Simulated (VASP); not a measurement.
# VH2 (Fm-3m) in VASP: further runs, part 2 of 2

VASP 6.6.1. Earlier steps stand in the parts before.

**3. Single point, r2SCAN**

This run uses another cell than the first one, of 6.22 Å³/atom.

Contents of POSCAR:

```
VH2
1.0
    0.0000000000      2.1051804295      2.1051804295
    2.1051804295      0.0000000000      2.1051804295
    2.1051804295      2.1051804295      0.0000000000
V H
1 2
Direct
    0.0000000000      0.0000000000      0.0000000000
    0.2500000000      0.2500000000      0.2500000000
    0.7500000000      0.7500000000      0.7500000000
```

Contents of INCAR.step1:

```
  ALGO = Normal
  EDIFF = 1E-4
  ENCUT = 520
  GGA = PE
  ISMEAR = 0
  LASPH = True
  LCHARG = False
  LREAL = False
  LWAVE = True
  NBANDS = 14
  NELM = 80
  PREC = Accurate
  SIGMA = 0.1
```

Contents of INCAR.step2:

```
  ALGO = Normal
  EDIFF = 1E-6
  ENCUT = 520
  ISIF = 2
  ISMEAR = 0
  ISTART = 1
  LASPH = True
  LCHARG = True
  LELF = True
  LMIXTAU = True
  LREAL = False
  LVHAR = True
  LWAVE = False
  METAGGA = R2SCAN
  NBANDS = 14
  NELM = 80
  PREC = Accurate
  SIGMA = 0.1
```

Contents of KPOINTS:

```
k-points
0
Gamma
  16 16 16
```

Potentials or basis: VASP PAW PBE potentials, release 64 (V_sv, H).

On the command line:

```console
$ cat potpaw_PBE.64/V_sv/POTCAR potpaw_PBE.64/H/POTCAR > POTCAR
$ cp INCAR.step1 INCAR
$ mpirun -np 1 vasp_std > vasp.out
$ cp INCAR.step2 INCAR
$ mpirun -np 1 vasp_std > vasp.out
```

Wall time 38 s (1 thread of Intel Xeon 6975P-C (Granite Rapids), shared host); peak memory 0.16 GiB.

It converged, with:

- Free energy: -21.7402 eV
- Pressure: -2.5 GPa
- Band gap on the k mesh: zero (an odd number of electrons rules out a gap without spin polarisation)

Levels at points of the mesh, in eV from the Fermi level:
| k point | band 5 | band 6 | band 7 | band 8 | band 9 | band 10 | band 11 | band 12 |
| --- | --- | --- | --- | --- | --- | --- | --- | --- |
| (0.00, 0.00, 0.00) | -12.33 | -1.03 | -1.03 | -1.03 | 0.80 | 0.80 | 0.84 | 16.92 |
| (0.50, 0.00, 0.00) | -8.56 | -6.19 | -0.90 | -0.90 | 1.61 | 1.61 | 4.51 | 8.07 |
| (0.50, 0.50, 0.00) | -7.02 | -6.23 | -3.82 | 1.69 | 1.74 | 1.74 | 7.34 | 8.15 |

Caveat: the PAW data sets were made with another functional, which shifts forces and pressure a little; an odd number of electrons without spin polarisation forces a metal; a magnetic or distorted state may lie lower.

**4. Single point, r2SCAN**

This run uses another cell than the first one, of 4.95 Å³/atom.

Contents of POSCAR:

```
VH2
1.0
    0.0000000000      1.9510097007      1.9510097007
    1.9510097007      0.0000000000      1.9510097007
    1.9510097007      1.9510097007      0.0000000000
V H
1 2
Direct
    0.0000000000      0.0000000000      0.0000000000
    0.2500000000      0.2500000000      0.2500000000
    0.7500000000      0.7500000000      0.7500000000
```

Contents of INCAR.step1:

```
SYSTEM = VH2
  PREC = Accurate
  ENCUT = 520
  ISMEAR = 0
  SIGMA = 0.1
  LREAL = .FALSE.
  LASPH = .TRUE.
  NELM = 60
  NBANDS = 14
  GGA = PE
  ALGO = Normal
  EDIFF = 1E-4
  LWAVE = .TRUE.
  LCHARG = .FALSE.
```

Contents of INCAR.step2:

```
SYSTEM = VH2
  PREC = Accurate
  ENCUT = 520
  EDIFF = 1E-7
  ISMEAR = 0
  SIGMA = 0.1
  LREAL = .FALSE.
  LASPH = .TRUE.
  NELM = 60
  ALGO = Normal
  ISIF = 2
  LWAVE = .FALSE.
  LCHARG = .FALSE.
  METAGGA = R2SCAN
  LMIXTAU = .TRUE.
  NBANDS = 14
  ISTART = 1
```

Contents of KPOINTS:

```
regular mesh
0
G
  18 18 18
  0 0 0
```

Potentials or basis: VASP PAW PBE potentials, release 64 (V_sv, H).

On the command line:

```console
$ cat potpaw_PBE.64/V_sv/POTCAR potpaw_PBE.64/H/POTCAR > POTCAR
$ cp INCAR.step1 INCAR
$ mpirun -np 1 vasp_std > vasp.out
$ cp INCAR.step2 INCAR
$ mpirun -np 1 vasp_std > vasp.out
```

OUTCAR:

```text
SYSTEM = VH2
   PREC = Accurate
   ENCUT = 520
   EDIFF = 1E-7
   ISMEAR = 0
   LREAL = .FALSE.
   LASPH = .TRUE.
   NELM = 60
   ISIF = 2
   METAGGA = R2SCAN
   ISTART = 1

 ion  position               nearest neighbor table
   1  0.000  0.000  0.000-   3 1.69   3 1.69   3 1.69   2 1.69   3 1.69   2 1.69   2 1.69   2 1.69

   2  0.250  0.250  0.250-   1 1.69   1 1.69   1 1.69   1 1.69
   3  0.750  0.750  0.750-   1 1.69   1 1.69   1 1.69   1 1.69

  LATTYP: Found a face centered cubic cell.
 ALAT       =     3.9020194014

[... 593 lines left out ...]
     11      17.5304      0.00000
     12      23.6055      0.00000
     13      29.5316      0.00000
     14      30.6491      0.00000

 [... further k-points ...]
[... 5 lines left out ...]
  --------------------------------------------------------------------------------------
  -------------------------------------------------------------------------------------
  Total        5.6432651      5.6432651      5.6432651      0.0000000      0.0000000     -0.0000000
  in kB      608.7412795    608.7412795    608.7412795      0.0000000      0.0000000     -0.0000000
  external PRESSURE =     608.7412795 kB  Pullay stress =       0.0000000 kB

 VOLUME and BASIS-vectors are now :
 -----------------------------------------------------------------------------
  energy-cutoff  :      520.00
  volume of cell :       14.85
      direct lattice vectors                 reciprocal lattice vectors
     0.000000000  1.951009701  1.951009701    -0.256277557  0.256277557  0.256277557
     1.951009701  0.000000000  1.951009701     0.256277557 -0.256277557  0.256277557
     1.951009701  1.951009701  0.000000000     0.256277557  0.256277557 -0.256277557

 POSITION                                       TOTAL-FORCE (eV/Angst)
 -----------------------------------------------------------------------------------
      0.00000      0.00000      0.00000        -0.000000     -0.000000     -0.000000
      0.97550      0.97550      0.97550         0.000000      0.000000      0.000000
      2.92651      2.92651      2.92651        -0.000000     -0.000000     -0.000000
 -----------------------------------------------------------------------------------
    total drift:                               -0.000000      0.000000      0.000000

  FREE ENERGIE OF THE ION-ELECTRON SYSTEM (eV)
  ---------------------------------------------------
  free  energy   TOTEN  =       -21.1714048217 eV

  energy  without entropy=      -21.1666741550  energy(sigma->0) =      -21.16903949
```

OUTCAR.step1:

```text
SYSTEM = VH2
   PREC = Accurate
   ENCUT = 520
   ISMEAR = 0
   LREAL = .FALSE.
   LASPH = .TRUE.
   NELM = 60
[... 633 lines left out ...]
      0.00000      0.00000      0.00000         0.000000      0.000000      0.000000
      0.97550      0.97550      0.97550        -0.000000     -0.000000     -0.000000
      2.92651      2.92651      2.92651         0.000000     -0.000000      0.000000
 -----------------------------------------------------------------------------------
    total drift:                               -0.000000      0.000000      0.000000

  FREE ENERGIE OF THE ION-ELECTRON SYSTEM (eV)
  ---------------------------------------------------
  free  energy   TOTEN  =       -15.7630888895 eV

  energy  without entropy=      -15.7579260939  energy(sigma->0) =      -15.76050749
```

Run time: 56 s. Hardware: 1 thread of Intel Xeon 6975P-C (Granite Rapids), shared host; peak memory 0.17 GiB.

What came out:

```yaml
Free_energy: -21.1714 eV
Pressure: 60.9 GPa
Band_gap_on_the_k_mesh: zero (an odd number of electrons rules out a gap without spin polarisation)
```

Caveat: the cell stands under pressure; the PAW data sets were made with another functional, which shifts forces and pressure a little; an odd number of electrons without spin polarisation forces a metal; a magnetic or distorted state may lie lower.

**5. The runs side by side**

| cell | k mesh | gap on the mesh (eV) | pressure (GPa) |
| --- | --- | --- | --- |
| a = 2.946 Å, angles 60.0°, 3 atoms | 16 × 16 × 16 | none | 3.4 |
| a = 2.977 Å, angles 60.0°, 3 atoms | 16 × 16 × 16 | none | -2.5 |
| a = 2.759 Å, angles 60.0°, 3 atoms | 18 × 18 × 18 | none | 60.9 |

Alike in all rows: task single point; level r2SCAN; potentials or basis VASP PAW PBE potentials, release 64 (V_sv, H); no spin polarisation; cutoff (eV) 520; smearing gaussian 0.1 eV.

Caveats: the PAW data sets were made with another functional, which shifts forces and pressure a little; an odd number of electrons without spin polarisation forces a metal; a magnetic or distorted state may lie lower; the cell stands under pressure (at least some runs).

Total energies depend on the potentials used, so only differences within one code and one set of settings carry meaning.
